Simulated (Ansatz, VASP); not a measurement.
**Zr in VASP and in Ansatz**

```
Zr
1.0
     3.20506    0.00000    0.00000
    -1.60253    2.77567    0.00000
     0.00000    0.00000   10.46774
Zr
4
Direct
  0.00000 0.00000 0.00000
  0.00000 0.00000 0.50000
  0.33333 0.66667 0.25000
  0.66667 0.33333 0.75000
```

Alike in both runs: task relaxation of cell and atoms; functional LDA; k mesh 11 × 11 × 3; occupations fermi-dirac, width 0.1 eV; no spin polarisation.

|  | VASP | Ansatz |
| --- | --- | --- |
| version | VASP 6.6.1 | Ansatz 0.2.0 |
| potentials or method | VASP PAW LDA potentials, release 64 (Zr_sv), cutoff 600 eV | plane waves (420 eV) with PAW, scalar-relativistic |
| valence electrons in the cell | 48 | 48 |

Ansatz gave:

| Item | Value |
| --- | --- |
| relaxed volume (Å³/atom) | 21.75 |
| relaxed cell length with the largest relative difference (Å) | 10.277 |

Problem. Estimate VASP's values.

Solution. Relaxed volume (Å³/atom): 21.76; relaxed cell length with the largest relative difference (Å): 10.283.

Ansatz warns that its potentials were made for another functional, while VASP's fit it. LDA's correlation is that of Perdew and Zunger in VASP and of Perdew and Wang (1992) in Ansatz.
